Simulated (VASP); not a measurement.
**LiRe3: single point with PBE**

The system is LiRe3.

```
Li Re
1.0
     0.00000    3.02359    3.02359
     3.02359    0.00000    3.02359
     3.02359    3.02359    0.00000
Li Re
1 3
Direct
  0.00000 0.00000 0.00000
  0.75000 0.75000 0.75000
  0.25000 0.25000 0.25000
  0.50000 0.50000 0.50000
```

```
Program                : VASP 6.6.1
Task                   : single point
Functional             : PBE
Potentials or basis    : VASP PAW PBE potentials, release 64 (Li_sv, Re)
Cutoff                 : 520 eV
k mesh                 : 6 × 6 × 6
Occupations            : fermi-dirac, width 0.1 eV
Spin                   : no spin polarisation
Dipole correction      : no
Further INCAR settings : ALGO = Normal; EDIFF = 1e-06; NBANDS = 20
```

```
Band gap on the k mesh : zero (band 12 reaches 8.73 eV, above the bottom of band 13 at 6.03 eV)
```

Levels at points of the mesh, in eV from the Fermi level:
```tsv
k point	band 8	band 9	band 10	band 11	band 12	band 13	band 14	band 15	band 16	band 17
(0.00, 0.00, 0.00)	-2.79	-2.79	-2.79	1.94	1.94	1.94	2.05	2.05	2.98	2.98
(0.50, 0.00, 0.00)	-3.65	-1.93	-1.93	-0.79	-0.79	-0.75	1.88	1.88	2.44	2.44
(0.50, 0.50, 0.00)	-3.05	-1.30	-0.94	-0.94	0.80	0.80	1.25	1.51	2.83	2.89
```

It took 13 s on 1 thread of Intel(R) Xeon(R) Platinum 8559C (Emerald Rapids), with other jobs on the host, peak memory 0.17 GiB.

Caveat: spin-orbit coupling is left out, which moves the levels of the heavy elements.
